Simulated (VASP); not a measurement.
A run of VASP 6.6.1:

The input POSCAR:

```
SrO
1.0
    0.0000000000      2.5316160185      2.5316160185
    2.5316160185      0.0000000000      2.5316160185
    2.5316160185      2.5316160185      0.0000000000
Sr O
1 1
Direct
    0.5000000000      0.5000000000      0.5000000000
    0.0000000000      0.0000000000      0.0000000000
```

The input INCAR.step1:

```
SYSTEM = SrO
PREC = Accurate
ENCUT = 520
ISMEAR = -1
SIGMA = 0.05
LREAL = .FALSE.
LASPH = .TRUE.
NELM = 80
NBANDS = 15
GGA = PE
ALGO = Normal
EDIFF = 1E-4
LWAVE = .TRUE.
LCHARG = .FALSE.
```

The input INCAR.step2:

```
SYSTEM = SrO
PREC = Accurate
ENCUT = 520
EDIFF = 1E-7
ISMEAR = -1
SIGMA = 0.05
LREAL = .FALSE.
LASPH = .TRUE.
NELM = 80
ALGO = Normal
ISIF = 2
LWAVE = .FALSE.
LCHARG = .FALSE.
METAGGA = R2SCAN
LMIXTAU = .TRUE.
NBANDS = 15
ISTART = 1
```

KPOINTS

```
Automatic mesh
0
G
  9 9 9
  0 0 0
```

Potentials or basis: VASP PAW PBE potentials, release 64 (Sr_sv, O).

Command:

```sh
$ cat potpaw_PBE.64/Sr_sv/POTCAR potpaw_PBE.64/O/POTCAR > POTCAR
$ cp INCAR.step1 INCAR
$ mpirun -np 1 vasp_std > vasp.out
$ cp INCAR.step2 INCAR
$ mpirun -np 1 vasp_std > vasp.out
```

Hardware: 1 thread of Intel(R) Xeon(R) Platinum 8375C CPU @ 2.90GHz (Ice Lake), on a shared host.

Question: How long does it take, and how much memory?

Answer: Run time: 66 s on 1 thread of Intel(R) Xeon(R) Platinum 8375C CPU @ 2.90GHz (Ice Lake), on a shared host, peak memory 0.17 GiB. Counts: k points 35.
